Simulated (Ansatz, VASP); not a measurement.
## One calculation of BAs, two programs

```xyz
2
Lattice="0.0000 2.3662 2.3662 2.3662 0.0000 2.3662 2.3662 2.3662 0.0000" Properties=species:S:1:pos:R:3 pbc="T T T"
B     0.0000    0.0000    0.0000
As    1.1831    1.1831    1.1831
```

Alike in both runs: functional LDA; k mesh 10 × 10 × 10; occupations gaussian, width 0.02 eV; no spin polarisation.

Ansatz relaxed the structure, and its values are those at the end. VASP's run is a single point on that final structure, the one shown.

|  | VASP | Ansatz |
| --- | --- | --- |
| version | VASP 6.6.1 | Ansatz 0.2.0 |
| potentials or method | VASP PAW LDA potentials, release 64 (B, As_d), cutoff 560 eV | scalar-relativistic, plane waves, PAW |
| valence electrons in the cell | 18 | 18 |

```tsv
	VASP	Ansatz	Ansatz less VASP
gap on the k mesh at the Fermi level (eV)	1.10	1.10	+0.003
least direct gap on the mesh (eV)	3.29	3.29	+0.004
pressure (GPa)	1.0	0.0	-1.05
```

LDA's correlation is that of Perdew and Zunger in VASP and of Perdew and Wang (1992) in Ansatz.
